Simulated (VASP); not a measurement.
# Pb (Fm-3m) in VASP: a series of runs, part 2 of 2

VASP 6.6.1. The steps go on from the part before.

**3. Single point, PBEsol (strain -0.040 along x and y, -0.040 along z)**

INCAR reads:

```
ALGO     = Normal         # electronic algorithm
EDIFF    = 1E-6           # SCF threshold, eV
ENCUT    = 520            # plane-wave cutoff, eV
GGA      = PS             # functional
ISIF     = 2              # what is computed and relaxed
ISMEAR   = 0              # smearing method
LASPH    = T              # aspherical terms in the spheres
LCHARG   = T              # write CHGCAR
LELF     = T              # ELF
LREAL    = F              # projectors in reciprocal space
LVHAR    = T            
LWAVE    = F              # write WAVECAR
NBANDS   = 13             # bands
NELM     = 100            # most SCF steps
PREC     = Accurate       # precision mode
SIGMA    = 0.15           # smearing width, eV
```

KPOINTS reads:

```
k-points
0
Gamma
  16 16 16
```

POSCAR reads:

```
Pb
1.0
    0.0000000000      2.3710080000      2.3710080000
    2.3710080000      0.0000000000      2.3710080000
    2.3710080000      2.3710080000      0.0000000000
Pb
1
Direct
    0.0000000000      0.0000000000      0.0000000000
```

Potentials or basis: VASP PAW PBE potentials, release 64 (Pb_d).

Command:

```console
> cat potpaw_PBE.64/Pb_d/POTCAR > POTCAR
> mpirun -np 1 vasp_std > vasp.out
```

OUTCAR:

```text
EDIFF = 1E-6
   ENCUT = 520
   GGA = PS
   ISIF = 2
   ISMEAR = 0
   LASPH = T
   LREAL = F
   NELM = 100
   PREC = Accurate

 ion  position               nearest neighbor table
   1  0.000  0.000  0.000-

  LATTYP: Found a face centered cubic cell.
 ALAT       =     4.7420160000

  Lattice vectors:

 A1 = (   0.0000000000,   2.3710080000,   2.3710080000)
 A2 = (   2.3710080000,   0.0000000000,   2.3710080000)
 A3 = (   2.3710080000,   2.3710080000,   0.0000000000)

Analysis of symmetry for initial positions (statically):
[... 562 lines left out ...]

 [... further k-points ...]

------------------------ aborting loop because EDIFF is reached ----------------------------------------

  FORCE on cell =-STRESS in cart. coord.  units (eV):
  Direction    XX          YY          ZZ          XY          YZ          ZX
  --------------------------------------------------------------------------------------
  -------------------------------------------------------------------------------------
  Total        1.2508336      1.2508336      1.2508336      0.0000000     -0.0000000      0.0000000
  in kB       75.1763211     75.1763211     75.1763211      0.0000000     -0.0000000      0.0000000
  external PRESSURE =      75.1763211 kB  Pullay stress =       0.0000000 kB

 VOLUME and BASIS-vectors are now :
 -----------------------------------------------------------------------------
  energy-cutoff  :      520.00
  volume of cell :       26.66
      direct lattice vectors                 reciprocal lattice vectors
     0.000000000  2.371008000  2.371008000    -0.210880773  0.210880773  0.210880773
     2.371008000  0.000000000  2.371008000     0.210880773 -0.210880773  0.210880773
     2.371008000  2.371008000  0.000000000     0.210880773  0.210880773 -0.210880773

 POSITION                                       TOTAL-FORCE (eV/Angst)
 -----------------------------------------------------------------------------------
      0.00000      0.00000      0.00000         0.000000      0.000000     -0.000000
 -----------------------------------------------------------------------------------
    total drift:                               -0.000000     -0.000000     -0.000000

  FREE ENERGIE OF THE ION-ELECTRON SYSTEM (eV)
  ---------------------------------------------------
  free  energy   TOTEN  =        -3.9331748406 eV

  energy  without entropy=       -3.9281680349  energy(sigma->0) =       -3.93067144
```

OSZICAR:

```text
N       E                     dE             d eps       ncg     rms          rms(c)
DAV:   1     0.105227170755E+03    0.10523E+03   -0.71154E+03  3834   0.131E+03
DAV:   2     0.858312400223E+00   -0.10437E+03   -0.10097E+03  3980   0.316E+02
DAV:   3    -0.385038805869E+01   -0.47087E+01   -0.46923E+01  4668   0.721E+01
DAV:   4    -0.395202395361E+01   -0.10164E+00   -0.10161E+00  4644   0.110E+01
DAV:   5    -0.395656749956E+01   -0.45435E-02   -0.45432E-02  5209   0.220E+00    0.736E-01
DAV:   6    -0.393854589340E+01    0.18022E-01   -0.20576E-02  4825   0.275E+00    0.339E-01
DAV:   7    -0.393356233895E+01    0.49836E-02   -0.85516E-03  4928   0.163E+00    0.896E-02
DAV:   8    -0.393317902713E+01    0.38331E-03   -0.50514E-04  5921   0.375E-01    0.913E-03
DAV:   9    -0.393317556436E+01    0.34628E-05   -0.78237E-06  4876   0.540E-02    0.456E-03
DAV:  10    -0.393317484055E+01    0.72380E-06   -0.37477E-07  3230   0.667E-03
   1 F= -.39331748E+01 E0= -.39306714E+01  d E =-.500681E-02
```

Run time: 18 s. Hardware: 1 thread of Intel Xeon 6975P-C (Granite Rapids), shared host; peak memory 0.18 GiB.

What came out:

| Quantity | Value |
| --- | --- |
| Free energy | -3.9332 eV |
| Pressure | 7.5 GPa |
| Band gap on the k mesh | zero (bands 7 and 8 overlap by 10.43 eV) |

Caveat: the cell differs from its parent crystal (strain -0.040 along x and y, -0.040 along z); the cell stands under pressure; the PAW data sets were made with another functional, which shifts forces and pressure a little; spin-orbit coupling is left out, which moves the levels of the heavy elements.

**4. Single point, PBEsol (strain +0.040 along x and y, +0.040 along z)**

INCAR reads:

```
  PREC = Accurate
  ENCUT = 520
  EDIFF = 1E-7
  ISMEAR = 0
  SIGMA = 0.15
  LREAL = F
  LASPH = T
  NELM = 80
  ALGO = Normal
  ISIF = 2
  LWAVE = F
  LCHARG = F
  GGA = PS
  NBANDS = 13
```

KPOINTS reads:

```
regular mesh
0
Gamma
  16 16 16
```

POSCAR reads:

```
Pb
1.0
    0.0000000000      2.5685920000      2.5685920000
    2.5685920000      0.0000000000      2.5685920000
    2.5685920000      2.5685920000      0.0000000000
Pb
1
Direct
    0.0000000000      0.0000000000      0.0000000000
```

Command:

```console
> cat potpaw_PBE.64/Pb_d/POTCAR > POTCAR
> mpirun -np 1 vasp_std > vasp.out
```

Run time: 24 s. Hardware: 1 thread of Intel Xeon 6975P-C (Granite Rapids), shared host; peak memory 0.19 GiB.

It converged, with:

| Quantity | Value |
| --- | --- |
| Free energy | -3.9436 eV |
| Pressure | -4.4 GPa |
| Band gap on the k mesh | zero (bands 7 and 8 overlap by 8.02 eV) |

Levels at points of the mesh, in eV from the Fermi level:
```tsv
k point	band 5	band 6	band 7	band 8	band 9	band 10
(0.00, 0.00, 0.00)	-16.87	-11.10	6.53	6.53	6.53	9.63
(0.50, 0.00, 0.00)	-16.77	-8.08	-3.73	4.94	4.94	8.49
(0.50, 0.50, 0.00)	-16.75	-6.92	-2.90	1.88	1.88	5.02
```

Caveat: the cell differs from its parent crystal (strain +0.040 along x and y, +0.040 along z); the cell stands under tension; the PAW data sets were made with another functional, which shifts forces and pressure a little; spin-orbit coupling is left out, which moves the levels of the heavy elements.

**5. Single point, PBEsol (strain +0.080 along x and y, +0.080 along z)**

INCAR reads:

```
PREC     = Accurate       # precision mode
ENCUT    = 520            # plane-wave cutoff, eV
EDIFF    = 1E-6           # SCF threshold, eV
ISMEAR   = 0              # smearing method
SIGMA    = 0.15           # smearing width, eV
LREAL    = False          # projectors in reciprocal space
LASPH    = True           # aspherical terms in the spheres
NELM     = 60             # most SCF steps
ALGO     = Normal         # electronic algorithm
ISIF     = 2              # what is computed and relaxed
LWAVE    = False          # write WAVECAR
LCHARG   = False          # write CHGCAR
GGA      = PS             # functional
NBANDS   = 13             # bands
```

KPOINTS is that of step 4.

POSCAR reads:

```
Pb
1.0
    0.0000000000      2.6673840000      2.6673840000
    2.6673840000      0.0000000000      2.6673840000
    2.6673840000      2.6673840000      0.0000000000
Pb
1
Direct
    0.0000000000      0.0000000000      0.0000000000
```

Command:

```console
> cat potpaw_PBE.64/Pb_d/POTCAR > POTCAR
> mpirun -np 1 vasp_std > vasp.out
```

It took 25 s on 1 thread of Intel Xeon 6975P-C (Granite Rapids), shared host; peak memory 0.2 GiB.

It converged, with:

```
Free energy            : -3.8046 eV
Pressure               : -6.4 GPa
Band gap on the k mesh : zero (bands 7 and 8 overlap by 7.00 eV)
```

Levels at points of the mesh, in eV from the Fermi level:
```tsv
k point	band 4	band 5	band 6	band 7	band 8	band 9	band 10	band 11
(0.00, 0.00, 0.00)	-16.85	-16.85	-10.46	5.76	5.76	5.76	8.60	9.52
(0.50, 0.00, 0.00)	-16.78	-16.78	-7.99	-3.23	4.40	4.40	7.68	8.97
(0.50, 0.50, 0.00)	-16.77	-16.77	-7.05	-2.49	1.77	1.77	4.79	6.02
```

Caveat: the cell differs from its parent crystal (strain +0.080 along x and y, +0.080 along z); the cell stands under tension; the PAW data sets were made with another functional, which shifts forces and pressure a little; spin-orbit coupling is left out, which moves the levels of the heavy elements.

**6. The runs side by side**

```csv
cell,gap on the mesh (eV),pressure (GPa)
"a = 3.213 Å, angles 60.0°, 1 atom",none,21.3
"a = 3.353 Å, angles 60.0°, 1 atom",none,7.5
"a = 3.633 Å, angles 60.0°, 1 atom",none,-4.4
"a = 3.772 Å, angles 60.0°, 1 atom",none,-6.4
```

Alike in all rows: task single point; level PBEsol; potentials or basis VASP PAW PBE potentials, release 64 (Pb_d); no spin polarisation; k mesh 16 × 16 × 16; cutoff (eV) 520; smearing gaussian 0.15 eV.

Caveats: the PAW data sets were made with another functional, which shifts forces and pressure a little; spin-orbit coupling is left out, which moves the levels of the heavy elements; the cell stands under pressure (at least some runs); the cell stands under tension (at least some runs).

Total energies depend on the potentials used, so only differences within one code and one set of settings carry meaning.
